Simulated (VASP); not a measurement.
# F (C2/m) in VASP: notebook

Runs on F. Level: PBE+D3(BJ). Tasks: single point, relaxation of cell and atoms.

Everything below comes from runs of VASP 6.6.1. Logs are shortened: lines on timing, memory, paths and dates and some standing lists are left out, and cuts for length are marked.

### 1 The cell of the first run

Symmetry: C2/m, No. 12, monoclinic system. Conventional cell: a = 5.624 Å, b = 3.315 Å, c = 3.941 Å, α = 90.00°, β = 114.44°, γ = 90.00°. Within 1.9 Å of F (site symmetry m) lie 1 F at 1.42 Å.

### 2 Single point, PBE+D3(BJ)

Input file INCAR:

```
ALGO = Normal ; EDIFF = 1E-7
ENCUT = 520 ; GGA = PE
ISIF = 2 ; ISMEAR = 0
IVDW = 12 ; LASPH = True
LCHARG = False ; LREAL = False
LWAVE = False ; NBANDS = 14
NELM = 80 ; PREC = Accurate
SIGMA = 0.1
```

Input file KPOINTS:

```
k-points
0
Gamma
  8 8 6
```

Input file POSCAR:

```
F
1.0
    2.8075882328     -1.6574503041      0.1597555918
    2.8075882328      1.6574503041      0.1597555918
   -1.8319628932      0.0000000000      3.4897263324
F
2
Direct
    0.0794484751      0.0794484751      0.1940002595
    0.9205515249      0.9205515249      0.8059997405
```

Potentials or basis: VASP PAW PBE potentials, release 64 (F).

On the command line:

```sh
cat potpaw_PBE.64/F/POTCAR > POTCAR
mpirun -np 1 vasp_std > vasp.out
```

OUTCAR:

```text
EDIFF = 1E-7
   ENCUT = 520
   GGA = PE
   ISIF = 2
   ISMEAR = 0
   IVDW = 12
   LASPH = True
   LREAL = False
   NELM = 80
   PREC = Accurate
 IVDW          = 12

 ion  position               nearest neighbor table
   1  0.079  0.079  0.194-   2 1.42
   2  0.921  0.921  0.806-   1 1.42

  LATTYP: Found a base centered monoclinic cell.
 ALAT       =     5.6242594300
 B/A-ratio  =     0.5893932614
 C/A-ratio  =     0.7007775658
 COS(beta)  =    -0.4137548933

  Lattice vectors:

 A1 = (   2.8075882328,  -1.6574503041,   0.1597555918)
 A2 = (   2.8075882328,   1.6574503041,   0.1597555918)
 A3 = (  -1.8319628932,   0.0000000000,   3.4897263324)

Analysis of symmetry for initial positions (statically):
=====================================================================
 Subroutine PRICEL returns:
 Original cell was already a primitive cell.

 Routine SETGRP: Setting up the symmetry group for a
 base centered monoclinic supercell.

 Subroutine GETGRP returns: Found  4 space group operations
 (whereof  4 operations were pure point group operations)
 out of a pool of  4 trial point group operations.

The static configuration has the point symmetry C_2h.

Analysis of symmetry for dynamics (positions and initial velocities):
=====================================================================
 Subroutine PRICEL returns:
 Original cell was already a primitive cell.

 Routine SETGRP: Setting up the symmetry group for a
 base centered monoclinic supercell.

 Subroutine GETGRP returns: Found  4 space group operations
 (whereof  4 operations were pure point group operations)
 out of a pool of  4 trial point group operations.

The dynamic configuration has the point symmetry C_2h.

 Subroutine INISYM returns: Found  4 space group operations
 (whereof  4 operations are pure point group operations),
 and found     1 'primitive' translations

----------------------------------------------------------------------------------------

                                     Primitive cell

  volume of cell :      33.4486

  direct lattice vectors                    reciprocal lattice vectors
     2.807588233 -1.657450304  0.159755592     0.172923419 -0.301668170  0.090777688
     2.807588233  1.657450304  0.159755592     0.172923419  0.301668170  0.090777688
    -1.831962893  0.000000000  3.489726332    -0.015832464  0.000000000  0.278244029

  length of vectors
     3.264232688  3.264232688  3.941354833     0.359369980  0.359369980  0.278694109

  position of ions in fractional coordinates (direct lattice)
     0.079448475  0.079448475  0.194000260
     0.920551525  0.920551525  0.805999740

  ion indices of the primitive-cell ions
   primitive index   ion index
                 1           1
                 2           2

----------------------------------------------------------------------------------------

 KPOINTS: k-points

Automatic generation of k-mesh.
 Grid dimensions read from file:
 generate k-points for:    8    8    6

 Generating k-lattice:

  Cartesian coordinates                     Fractional coordinates (reciprocal lattice)
     0.021615427 -0.037708521  0.011347211     0.125000000  0.000000000  0.000000000
     0.021615427  0.037708521  0.011347211     0.000000000  0.125000000  0.000000000
    -0.002638744  0.000000000  0.046374005     0.000000000  0.000000000  0.166666667

  Length of vectors
     0.044921247  0.044921247  0.046449018

  Shift w.r.t. Gamma in fractional coordinates (k-lattice)
     0.000000000  0.000000000  0.000000000

 Subroutine IBZKPT returns following result:
 ===========================================

 Found    114 irreducible k-points:

 Following reciprocal coordinates:
            Coordinates               Weight
  0.000000  0.000000  0.000000      1.000000
  0.125000 -0.000000  0.000000      4.000000
  0.250000 -0.000000  0.000000      4.000000
  0.375000 -0.000000  0.000000      4.000000
  0.500000 -0.000000  0.000000      2.000000
  0.125000  0.125000  0.000000      2.000000
[... 16 lines left out ...]
  0.125000 -0.000000  0.166667      4.000000
  0.250000 -0.000000  0.166667      4.000000
 [... further k-points ...]
   k-points           NKPTS =    114   k-points in BZ     NKDIM =    114   number of bands    NBANDS=     14
   number of dos      NEDOS =    301   number of ions     NIONS =      2
   total plane-waves  NPLWV =  17280
   dimension x,y,z NGX =    24 NGY =   24 NGZ =   30
   dimension x,y,z NGXF=    48 NGYF=   48 NGZF=   60
   ions per type =               2
   NGX,Y,Z   is equivalent  to a cutoff of  12.22, 12.22, 12.65 a.u.
   NGXF,Y,Z  is equivalent  to a cutoff of  24.45, 24.45, 25.31 a.u.
 SYSTEM =  unknown system
   PREC   = accura    normal or accurate (medium, high low for compatibility)
   ISTART =      0    job   : 0-new  1-cont  2-samecut
   ICHARG =      2    charge: 1-file 2-atom 10-const
   ISPIN  =      1    spin polarized calculation?
   LNONCOLLINEAR =      F non collinear calculations
   LSORBIT =      F    spin-orbit coupling
   LASPH  =      T    aspherical Exc in radial PAW
   ENCUT  =  520.0 eV  38.22 Ry    6.18 a.u.   6.07  6.07  7.33*2*pi/ulx,y,z
   NELM   =     80;   NELMIN=  2; NELMDL= -5     # of ELM steps
   EDIFF  = 0.1E-06   stopping-criterion for ELM
   LREAL  =      F    real-space projection
   EDIFFG = 0.1E-05   stopping-criterion for IOM
   NSW    =      0    number of steps for IOM
   IBRION =     -1    ionic relax: 0-MD 1-quasi-New 2-CG
   NFREE  =      0    steps in history (QN), initial steepest desc. (CG)
   ISIF   =      2    stress and relaxation
   ISYM   =      2    0-nonsym 1-usesym 2-fastsym
   POTIM  = 0.5000    time-step for ionic-motion
   TEBEG  =    0.0;   TEEND  =   0.0 temperature during run
   PSTRESS=    0.0 pullay stress
   NELECT =      14.0000    total number of electrons
   NUPDOWN=      -1.0000    fix difference up-down
   EMIN   =  10.00;   EMAX   =-10.00  energy-range for DOS
   EFERMI =   0.00;   METHOD = LEGACY
   ISMEAR =     0;   SIGMA  =   0.10  broadening in eV -4-tet -1-fermi 0-gaus
   EFERMI_NEDOS =   21; number of points for ismear=-14 and -15
   IALGO  =     38    algorithm
   IMIX   =      4    mixing-type and parameters
     AMIX     =   0.40;   BMIX     =  1.00
     AMIX_MAG =   1.60;   BMIX_MAG =  1.00
  volume/ion in A,a.u.               =      16.72       112.86
  Fermi-wavevector in a.u.,A,eV,Ry     =   1.224592  2.314144 20.403651  1.499626
  Thomas-Fermi vector in A             =   2.359661
   LORBIT       =      0    0 simple, 1 ext, 2 COOP (PROOUT), +10 PAW based schemes
   GGA     = PE    functional components
   LHFCALC =     F    Hartree Fock is set to
   AEXX    =    0.0000 exact exchange contribution
   IVDW    =    12    specifies the selected vdW correction
   LEPSILON=     F    determine dielectric tensor
   LRPA    =     F    only Hartree local field effects (RPA)
 non-spin polarized calculation
 Gauss-broadening in eV      SIGMA  =   0.10
  energy-cutoff  :      520.00
  volume of cell :       33.45
 maximum number of plane-waves:       915
   NGX = 13   NGY = 13   NGZ = 15

 number of electron      14.0000001 magnetization

 Free energy of the ion-electron system (eV)
  ---------------------------------------------------
  ext. energy  EPLUGINS =         0.00000000
  ---------------------------------------------------
  free energy    TOTEN  =        -3.64587966 eV

  energy without entropy =       -3.64587966  energy(sigma->0) =       -3.64587966

 E-fermi :  -4.8067     XC(G=0):  -7.4340

 val. band max:       -5.3184754658   @ k =   0.1250   0.1250   0.3333
 cond. band min:      -2.6600173323   @ k =   0.0000   0.0000   0.5000
 fundamental gap:      2.6584581335
 Fermi energy:        -4.8067017920

 k-point     1 :       0.0000    0.0000    0.0000
  band No.  band energies     occupation
      1     -30.2353      2.00000
      2     -23.7773      2.00000
      3     -11.9542      2.00000
      4      -8.5647      2.00000
      5      -8.5240      2.00000
      6      -5.5122      2.00000
      7      -5.5048      2.00000
      8      -1.6100      0.00000
      9       3.6394      0.00000
     10      13.1841      0.00000
     11      13.3851      0.00000
     12      17.4169      0.00000
     13      17.5635      0.00000
     14      19.4822      0.00000

 k-point     2 :       0.1250   -0.0000    0.0000
  band No.  band energies     occupation
      1     -30.2207      2.00000
      2     -23.7825      2.00000
      3     -11.9073      2.00000
      4      -8.6876      2.00000
      5      -8.5475      2.00000
      6      -5.5478      2.00000
      7      -5.5277      2.00000
      8      -1.6605      0.00000
      9       4.0377      0.00000
     10      12.7829      0.00000
     11      14.1229      0.00000
     12      15.5679      0.00000
     13      17.5757      0.00000
     14      18.5908      0.00000

 k-point     3 :       0.2500   -0.0000    0.0000
  band No.  band energies     occupation
      1     -30.1857      2.00000
      2     -23.7956      2.00000
      3     -11.7886      2.00000
      4      -8.9927      2.00000
      5      -8.5863      2.00000
      6      -5.6397      2.00000
      7      -5.5747      2.00000
      8      -1.7796      0.00000
      9       5.1191      0.00000
     10      12.5060      0.00000
     11      13.0087      0.00000
     12      15.6131      0.00000
     13      16.4219      0.00000
     14      18.2150      0.00000
[... 324 lines left out ...]
 k-point    23 :       0.1250   -0.0000    0.1667
  band No.  band energies     occupation
      1     -30.1933      2.00000
      2     -23.8767      2.00000
      3     -11.6548      2.00000
      4      -8.7411      2.00000
      5      -8.5717      2.00000
      6      -5.5117      2.00000
      7      -5.4571      2.00000
      8      -2.0319      0.00000
      9       4.5267      0.00000
     10      10.1056      0.00000
     11      14.6920      0.00000
     12      17.4309      0.00000
     13      17.8989      0.00000
     14      19.4121      0.00000

 k-point    24 :       0.2500   -0.0000    0.1667
  band No.  band energies     occupation
      1     -30.1593      2.00000
      2     -23.8843      2.00000
      3     -11.5412      2.00000
      4      -9.0411      2.00000
      5      -8.6145      2.00000
      6      -5.5986      2.00000
      7      -5.5242      2.00000
      8      -2.1121      0.00000
      9       5.6911      0.00000
     10      10.3787      0.00000
     11      12.1737      0.00000
     12      17.5335      0.00000
     13      18.2992      0.00000
     14      18.8362      0.00000

 [... further k-points ...]

------------------------ aborting loop because EDIFF is reached ----------------------------------------

 Edisp (eV)   -0.05575

 E8    (eV) :    -0.0122

  FORCE on cell =-STRESS in cart. coord.  units (eV):
  Direction    XX          YY          ZZ          XY          YZ          ZX
  --------------------------------------------------------------------------------------
  -------------------------------------------------------------------------------------
  Total      -0.04167    -0.06784     0.43260     0.00000     0.00000     0.03950
  in kB      -1.99600    -3.24970    20.72117     0.00000     0.00000     1.89208
  external pressure =        5.16 kB  Pullay stress =        0.00 kB

 VOLUME and BASIS-vectors are now :
 -----------------------------------------------------------------------------
  energy-cutoff  :      520.00
  volume of cell :       33.45
      direct lattice vectors                 reciprocal lattice vectors
     2.807588233 -1.657450304  0.159755592     0.172923419 -0.301668170  0.090777688
     2.807588233  1.657450304  0.159755592     0.172923419  0.301668170  0.090777688
    -1.831962893  0.000000000  3.489726332    -0.015832464  0.000000000  0.278244029

 POSITION                                       TOTAL-FORCE (eV/Angst)
 -----------------------------------------------------------------------------------
      0.09072      0.00000      0.70239         0.037988      0.000000      0.354522
      3.69250      0.00000      3.10685        -0.037988      0.000000     -0.354522
 -----------------------------------------------------------------------------------
    total drift:                               -0.000000      0.000000      0.000000

  FREE ENERGIE OF THE ION-ELECTRON SYSTEM (eV)
  ---------------------------------------------------
  free  energy   TOTEN  =        -3.7016247368 eV

  energy  without entropy=       -3.7016247368  energy(sigma->0) =       -3.70162474
```

Run time: 24 s. Hardware: 1 thread of Intel Xeon Platinum 8259CL at 2.50GHz (Skylake/Cascade Lake), shared host; peak memory 0.17 GiB.

What came out:

* Free energy: -3.7016 eV
* Pressure: 0.5 GPa
* Largest force: 0.357 eV/Å
* Band gap on the k mesh: 2.66 eV
* Dispersion energy per atom: -0.028 eV

Forces on the atoms (eV/Å):
```
F    0.038  0.000  0.355
F   -0.038  0.000 -0.355
```

Stress tensor (GPa, compression positive):
```
-0.20  0.00  0.19
 0.00 -0.32  0.00
 0.19  0.00  2.07
```

Levels at points of the mesh, in eV from the valence-band top:
| k point | band 5 | band 6 | band 7 | band 8 | band 9 | band 10 |
| --- | --- | --- | --- | --- | --- | --- |
| (0.00, 0.00, 0.00) | -3.21 | -0.19 | -0.19 | 3.71 | 8.96 | 18.50 |
| (0.50, 0.00, 0.00) | -3.32 | -0.45 | -0.32 | 3.37 | 13.46 | 14.11 |
| (0.50, 0.50, 0.00) | -3.58 | -0.73 | -0.02 | 3.00 | 13.70 | 14.77 |
| (0.00, 0.00, 0.50) | -3.35 | -0.02 | 0.00 | 2.66 | 11.01 | 12.23 |
| (0.50, 0.00, 0.50) | -3.52 | -0.57 | -0.03 | 3.21 | 14.08 | 14.91 |
| (0.50, 0.50, 0.50) | -3.37 | -0.34 | -0.24 | 3.58 | 13.77 | 14.24 |

### 3 Relaxation of cell and atoms, PBE+D3(BJ)

This run uses another cell than the first one, of 16.14 Å³/atom.

Input file INCAR:

```
PREC = Accurate
ENCUT = 600
EDIFF = 1E-7
ISMEAR = 0
SIGMA = 0.1
LREAL = F
LASPH = T
NELM = 80
ALGO = Normal
ISIF = 3
LWAVE = F
LCHARG = F
GGA = PE
IVDW = 12
IBRION = 2
NSW = 80
EDIFFG = -0.05
```

Input file KPOINTS:

```
Automatic mesh
0
Gamma
  8 8 6
```

Input file POSCAR:

```
F
1.0
    2.8044309678     -1.6606950108      0.1355078944
    2.8044309678      1.6606950108      0.1355078944
   -1.8535639465      0.0000000000      3.3758838542
F
2
Direct
    0.0865729866      0.0865729866      0.1464142897
    0.9134270134      0.9134270134      0.8535857103
```

Potentials or basis: VASP PAW PBE potentials, release 64 (F).

On the command line:

```sh
cat potpaw_PBE.64/F/POTCAR > POTCAR
mpirun -np 1 vasp_std > vasp.out
```

OUTCAR:

```text
PREC = Accurate
   ENCUT = 600
   EDIFF = 1E-7
   ISMEAR = 0
   LREAL = F
   LASPH = T
   NELM = 80
   ISIF = 3
   GGA = PE
   IVDW = 12
   IBRION = 2
   NSW = 80
   EDIFFG = -0.05
 IVDW          = 12

 ion  position               nearest neighbor table
   1  0.087  0.087  0.146-   2 1.12
   2  0.913  0.913  0.854-   1 1.12

  LATTYP: Found a base centered monoclinic cell.
 ALAT       =     5.6154057530
 B/A-ratio  =     0.5914781883
 C/A-ratio  =     0.6858402636
 COS(beta)  =    -0.4384198906

  Lattice vectors:

 A1 = (   2.8044309678,  -1.6606950108,   0.1355078944)
 A2 = (   2.8044309678,   1.6606950108,   0.1355078944)
 A3 = (  -1.8535639465,   0.0000000000,   3.3758838542)

Analysis of symmetry for initial positions (statically):
=====================================================================
 Subroutine PRICEL returns:
 Original cell was already a primitive cell.
[... 379 lines left out ...]
  ---------------------------------------------------
  free energy    TOTEN  =        -3.20057991 eV

  energy without entropy =       -3.19331416  energy(sigma->0) =       -3.19694704

 E-fermi :  -4.7977     XC(G=0):  -8.0496

 val. band max:       -4.8281178551   @ k =   0.5000   0.5000   0.0000
 cond. band min:      -4.7322930698   @ k =   0.5000  -0.0000   0.5000
 fundamental gap:      0.0958247853
 Fermi energy:        -4.7977262238

 k-point     1 :       0.0000    0.0000    0.0000
  band No.  band energies     occupation
      1     -28.2892      2.00000
      2     -23.3361      2.00000
      3     -11.6959      2.00000
      4      -7.5177      2.00000
      5      -7.3000      2.00000
      6      -5.9145      2.00000
      7      -5.1325      2.00000
      8      -1.9999      0.00000
      9       4.4865      0.00000
     10      16.8721      0.00000
     11      18.1658      0.00000
[... 309 lines left out ...]
 k-point    24 :       0.2500   -0.0000    0.1667
  band No.  band energies     occupation
      1     -27.7000      2.00000
      2     -24.4059      2.00000
      3     -10.5400      2.00000
      4      -7.4314      2.00000
      5      -6.9959      2.00000
      6      -6.4031      2.00000
      7      -5.6182      2.00000
      8      -2.7364      0.00000
      9       6.8147      0.00000
     10      12.9726      0.00000
     11      13.5355      0.00000

 [... further k-points ...]

------------------------ aborting loop because EDIFF is reached ----------------------------------------

 Edisp (eV)   -0.06471

 E8    (eV) :    -0.0141
[... 25 lines left out ...]
  FREE ENERGIE OF THE ION-ELECTRON SYSTEM (eV)
  ---------------------------------------------------
  free  energy   TOTEN  =        -3.2652947393 eV

  energy  without entropy=       -3.2580289841  energy(sigma->0) =       -3.26166186

 reached required accuracy - stopping structural energy minimisation
```

OSZICAR:

```text
N       E                     dE             d eps       ncg     rms          rms(c)
DAV:   1     0.847004043043E+02    0.84700E+02   -0.82222E+03  2516   0.130E+03
[... 273 lines left out ...]
DAV:   2    -0.320528926356E+01    0.41850E-01   -0.23466E-01  2658   0.561E+00    0.646E-01
DAV:   3    -0.320101519740E+01    0.42741E-02   -0.12990E-02  2589   0.128E+00    0.192E-01
DAV:   4    -0.320058350430E+01    0.43169E-03   -0.40025E-04  2721   0.267E-01    0.494E-02
DAV:   5    -0.320057642517E+01    0.70791E-05   -0.51469E-05  2601   0.914E-02    0.118E-02
DAV:   6    -0.320057978160E+01   -0.33564E-05   -0.17152E-06  2583   0.185E-02    0.169E-03
DAV:   7    -0.320057989149E+01   -0.10989E-06   -0.10557E-07  1851   0.402E-03    0.676E-04
DAV:   8    -0.320057991349E+01   -0.22001E-07   -0.15619E-08  1368   0.180E-03
  26 F= -.32652947E+01 E0= -.32616619E+01  d E =-.104061E-01
```

Run time: 9.7 min. Hardware: 1 thread of Intel Xeon Platinum 8259CL at 2.50GHz (Skylake/Cascade Lake), shared host; peak memory 0.2 GiB.

Results:

```yaml
Free_energy: -3.2653 eV
Relaxed_volume: 14.48 Å³/atom
Relaxed_cell: a = 3.486 Å, b = 3.486 Å, c = 3.309 Å, α = 115.86°, β = 115.86°, γ = 55.89°
Space_group_after_relaxing_to_0.1_Å: C2/m (No. 12)
Pressure_after_relaxing: 0.1 GPa
Largest_force_after_relaxing: 0.050 eV/Å
Band_gap_on_the_k_mesh: 0.10 eV (least direct gap 0.17 eV)
Dispersion_energy_per_atom: -0.032 eV
```

Forces on the atoms (eV/Å):
```
F   -0.040  0.000 -0.029
F    0.040  0.000  0.029
```

Stress tensor (GPa, compression positive):
```
 0.09  0.00  0.16
 0.00 -0.43  0.00
 0.16  0.00  0.53
```

Final structure:
```
CELL_PARAMETERS angstrom
3.07353 -1.63378 0.19816
3.07353 1.63378 0.19816
-1.81549 0.00000 2.76677
ATOMIC_POSITIONS crystal
F 0.22865 0.22865 0.41682
F 0.77135 0.77135 0.58318
```

Caveat: the standard files for N, O and F lose accuracy on very short bonds; the relaxation stopped at a loose force limit of 0.05 eV/Å, so its end isn't a converged minimum.
